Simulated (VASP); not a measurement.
# Sb (R-3m) in VASP: notebook, part 2 of 2

VASP 6.6.1. Earlier steps stand in the parts before.

## 3. Phonons, PBE+D3(BJ) (phonons at volume x 0.98)

File INCAR:

```
PREC = Accurate ; ENCUT = 520
EDIFF = 1E-8 ; ISMEAR = -1
SIGMA = 0.15 ; LREAL = F
LASPH = T ; NELM = 60
ALGO = Normal ; ISIF = 2
LWAVE = F ; LCHARG = F
GGA = PE ; IVDW = 12
IBRION = 6 ; NFREE = 2
POTIM = 0.015 ; NSW = 1
```

File KPOINTS:

```
regular mesh
0
Gamma
  12 12 12
```

File POSCAR:

```
Sb
1.0
    2.1488874573      1.2406607520      3.6311474089
   -2.1488874573      1.2406607520      3.6311474089
    0.0000000000     -2.4813215039      3.6311474089
Sb
2
Direct
    0.2384021054      0.2384021054      0.2384021054
    0.7615978946      0.7615978946      0.7615978946
```

Potentials or basis: VASP PAW PBE potentials, release 64 (Sb).

The run is started by

```console
cat potpaw_PBE.64/Sb/POTCAR > POTCAR
mpirun -np 1 vasp_std > vasp.out
```

OUTCAR:

```text
PREC = Accurate
   ENCUT = 520
   EDIFF = 1E-8
   ISMEAR = -1
   LREAL = F
   LASPH = T
   NELM = 60
   ISIF = 2
   GGA = PE
   IVDW = 12
   IBRION = 6
   NFREE = 2
   POTIM = 0.015
   NSW = 1
 IVDW          = 12

 ion  position               nearest neighbor table
   1  0.238  0.238  0.238-   2 2.93   2 2.93   2 2.93   2 3.23   2 3.23   2 3.23
   2  0.762  0.762  0.762-   1 2.93   1 2.93   1 2.93   1 3.23   1 3.23   1 3.23

  LATTYP: Found a trigonal (rhomboedric) cell.
 ALAT       =     4.3979754332
 COS(alpha) =     0.5225237884

  Lattice vectors:

 A1 = (   2.1488874573,   1.2406607520,   3.6311474089)
 A2 = (  -2.1488874573,   1.2406607520,   3.6311474089)
 A3 = (   0.0000000000,  -2.4813215039,   3.6311474089)

Analysis of symmetry for initial positions (statically):
=====================================================================
 Subroutine PRICEL returns:
 Original cell was already a primitive cell.

 Routine SETGRP: Setting up the symmetry group for a
 trigonal (rhombohedral) supercell.

 Subroutine GETGRP returns: Found 12 space group operations
 (whereof 12 operations were pure point group operations)
 out of a pool of 12 trial point group operations.

The static configuration has the point symmetry D_3d.

Analysis of symmetry for dynamics (positions and initial velocities):
=====================================================================
 Subroutine PRICEL returns:
 Original cell was already a primitive cell.

 Routine SETGRP: Setting up the symmetry group for a
 trigonal (rhombohedral) supercell.

 Subroutine GETGRP returns: Found 12 space group operations
 (whereof 12 operations were pure point group operations)
 out of a pool of 12 trial point group operations.

The dynamic configuration has the point symmetry D_3d.

 Subroutine INISYM returns: Found 12 space group operations
 (whereof 12 operations are pure point group operations),
 and found     1 'primitive' translations

----------------------------------------------------------------------------------------

                                     Primitive cell

  volume of cell :      58.0847

  direct lattice vectors                    reciprocal lattice vectors
     2.148887457  1.240660752  3.631147409     0.232678542  0.134337019  0.091798348
    -2.148887457  1.240660752  3.631147409    -0.232678542  0.134337019  0.091798348
     0.000000000 -2.481321504  3.631147409     0.000000000 -0.268674037  0.091798348

  length of vectors
     4.397975433  4.397975433  4.397975433     0.283923714  0.283923714  0.283923713

  position of ions in fractional coordinates (direct lattice)
     0.238402105  0.238402105  0.238402105
     0.761597895  0.761597895  0.761597895

  ion indices of the primitive-cell ions
   primitive index   ion index
                 1           1
                 2           2

----------------------------------------------------------------------------------------

 KPOINTS: regular mesh

Automatic generation of k-mesh.
 Grid dimensions read from file:
 generate k-points for:   12   12   12
[... 76 lines left out ...]
   NUPDOWN=      -1.0000    fix difference up-down
   EMIN   =  10.00;   EMAX   =-10.00  energy-range for DOS
   EFERMI =   0.00;   METHOD = LEGACY
   ISMEAR =    -1;   SIGMA  =   0.15  broadening in eV -4-tet -1-fermi 0-gaus
   EFERMI_NEDOS =   21; number of points for ismear=-14 and -15
   IALGO  =     38    algorithm
   IMIX   =      4    mixing-type and parameters
     AMIX     =   0.40;   BMIX     =  1.00
     AMIX_MAG =   1.60;   BMIX_MAG =  1.00
  volume/ion in A,a.u.               =      29.04       195.99
  Fermi-wavevector in a.u.,A,eV,Ry     =   0.910726  1.721022 11.284960  0.829421
  Thomas-Fermi vector in A             =   2.034922
   LORBIT       =      0    0 simple, 1 ext, 2 COOP (PROOUT), +10 PAW based schemes
   GGA     = PE    functional components
   LHFCALC =     F    Hartree Fock is set to
   AEXX    =    0.0000 exact exchange contribution
   IVDW    =    12    specifies the selected vdW correction
   LEPSILON=     F    determine dielectric tensor
   LRPA    =     F    only Hartree local field effects (RPA)
 finite differences with symmetry
 non-spin polarized calculation
  energy-cutoff  :      520.00
  volume of cell :       58.08
 maximum number of plane-waves:      1582
 NGX is ok and might be reduce to    36
   NGX = 17   NGY = 17   NGZ = 17

--------------------------------------- Ionic step        1  -------------------------------------------

 number of electron      10.0000000 magnetization

 Free energy of the ion-electron system (eV)
  ---------------------------------------------------
  ext. energy  EPLUGINS =         0.00000000
  ---------------------------------------------------
  free energy    TOTEN  =        -8.23225257 eV

  energy without entropy =       -8.18903764  energy(sigma->0) =       -8.21064510

------------------------ aborting loop because EDIFF is reached ----------------------------------------

 Edisp (eV)   -0.98425

 E8    (eV) :    -0.4591
[... 151 lines left out ...]
--------------------------------------- Ionic step        5  -------------------------------------------

 number of electron      10.0000000 magnetization

 Free energy of the ion-electron system (eV)
  ---------------------------------------------------
  ext. energy  EPLUGINS =         0.00000000
  ---------------------------------------------------
  free energy    TOTEN  =        -8.23132497 eV

  energy without entropy =       -8.19025400  energy(sigma->0) =       -8.21078949

 E-fermi :   7.6276     XC(G=0):  -9.7168

 val. band max:        7.6112594776   @ k =   0.5000   0.0000   0.0000
 cond. band min:       7.6311200849   @ k =   0.2500   0.2500   0.1667
 fundamental gap:      0.0198606073
 Fermi energy:         7.6275810340

 k-point     1 :       0.0000    0.0000    0.0000
  band No.  band energies     occupation
      1      -5.1828      2.00000
      2       3.1822      2.00000
      3       5.7203      1.99999
      4       5.8597      1.99998
      5       5.8597      1.99998
      6      10.2350      0.00000
      7      10.6512      0.00000
      8      10.6512      0.00000
      9      12.5890      0.00000
[... 265 lines left out ...]
 k-point    24 :      -0.4167    0.1667    0.0000
  band No.  band energies     occupation
      1      -2.5398      2.00000
      2      -1.8813      2.00000
      3       3.9701      2.00000
      4       5.5567      2.00000
      5       6.0101      1.99996
      6       8.6399      0.00234
      7       9.1639      0.00007
      8      10.9464      0.00000
      9      14.4211      0.00000

 [... further k-points ...]

------------------------ aborting loop because EDIFF is reached ----------------------------------------

 Edisp (eV)   -0.98428

 E8    (eV) :    -0.4592
[... 25 lines left out ...]
  FREE ENERGIE OF THE ION-ELECTRON SYSTEM (eV)
  ---------------------------------------------------
  free  energy   TOTEN  =        -9.2156053927 eV

  energy  without entropy=       -9.1745344254  energy(sigma->0) =       -9.19506991

 INTERNAL STRAIN TENSORS FROM DISPLACED ATOMS
 ============================================

 INTERNAL STRAIN TENSOR FOR ION    1 for displacements in x,y,z  (eV/Angst):
          X           Y           Z          XY          YZ          ZX
  --------------------------------------------------------------------------------
  x     0.00000    -0.00000     0.00000     1.17779    -0.00000    -3.02026
  y     1.17779    -1.17779    -0.00000     0.00000    -3.02026     0.00000
  z    -3.85056    -3.85056    -5.08124     0.00000    -0.00000     0.00000

 INTERNAL STRAIN TENSOR FOR ION    2 for displacements in x,y,z  (eV/Angst):
          X           Y           Z          XY          YZ          ZX
  --------------------------------------------------------------------------------
  x     0.00000     0.00000    -0.00000    -1.17779     0.00000     3.02026
  y    -1.17779     1.17779     0.00000     0.00000     3.02026     0.00000
  z     3.85056     3.85056     5.08124     0.00000     0.00000     0.00000

 Eigenvectors and eigenvalues of the dynamical matrix
 ----------------------------------------------------

   1 f  =    3.666043 THz    23.034429 2PiTHz  122.286037 cm-1    15.161529 meV
             X         Y         Z           dx          dy          dz
      0.000000  0.000000  2.597020    -0.000000   -0.000000   -0.707107
      0.000000  0.000000  8.296423     0.000000    0.000000    0.707107
[... 21 lines left out ...]
   6 f/i=    0.000000 THz     0.000000 2PiTHz    0.000002 cm-1     0.000000 meV
             X         Y         Z           dx          dy          dz
      0.000000  0.000000  2.597020     0.039839    0.462833   -0.533103
      0.000000  0.000000  8.296423     0.039839    0.462833   -0.533103

 ELASTIC MODULI CONTR FROM IONIC RELAXATION (kBar)
 Direction    XX          YY          ZZ          XY          YZ          ZX
 --------------------------------------------------------------------------------
 XX        -148.9161    -95.4240   -161.2167     -0.0000     68.5863      0.0000
 YY         -95.4240   -148.9161   -161.2167      0.0000    -68.5863     -0.0000
 ZZ        -161.2167   -161.2167   -212.7429     -0.0000     -0.0000      0.0000
 XY          -0.0000      0.0000     -0.0000    -26.7460      0.0000     68.5863
 YZ          68.5863    -68.5863     -0.0000      0.0000   -175.8795     -0.0000
 ZX           0.0000     -0.0000      0.0000     68.5863     -0.0000   -175.8795
 --------------------------------------------------------------------------------
```

OSZICAR:

```text
N       E                     dE             d eps       ncg     rms          rms(c)
DAV:   1     0.385828613332E+02    0.38583E+02   -0.36944E+03  3402   0.876E+02
[... 44 lines left out ...]
DAV:   3    -0.823132171270E+01    0.28605E-06   -0.69390E-05  3888   0.731E-02    0.173E-02
DAV:   4    -0.823132489930E+01   -0.31866E-05   -0.82797E-06  4133   0.211E-02    0.488E-03
DAV:   5    -0.823132500842E+01   -0.10912E-06   -0.65362E-07  3664   0.578E-03    0.589E-04
DAV:   6    -0.823132499482E+01    0.13601E-07   -0.44543E-08  3758   0.161E-03    0.355E-04
DAV:   7    -0.823132498107E+01    0.13750E-07   -0.86604E-09  1806   0.615E-04    0.141E-04
DAV:   8    -0.823132496968E+01    0.11384E-07   -0.19105E-09  1737   0.338E-04    0.328E-05
DAV:   9    -0.823132497045E+01   -0.76506E-09   -0.22972E-10  1720   0.125E-04
   5 F= -.92156054E+01 E0= -.91950699E+01  d E =-.410710E-01
```

Run time: 15 min. Hardware: 1 thread of Oxide Virtual Turin-like, shared host; peak memory 0.71 GiB.

What came out:

```
Highest phonon frequency at Γ : 122 cm⁻¹
Dispersion energy per atom    : -0.492 eV
```

Phonon frequencies in cm⁻¹ (negative: imaginary):
```csv
q point,frequencies
"(0.000, 0.000, 0.000)",0 0 0 80 80 122
```

Caveat: the cell differs from its parent crystal (phonons at volume x 0.98); spin-orbit coupling is left out, which moves the levels of the heavy elements.
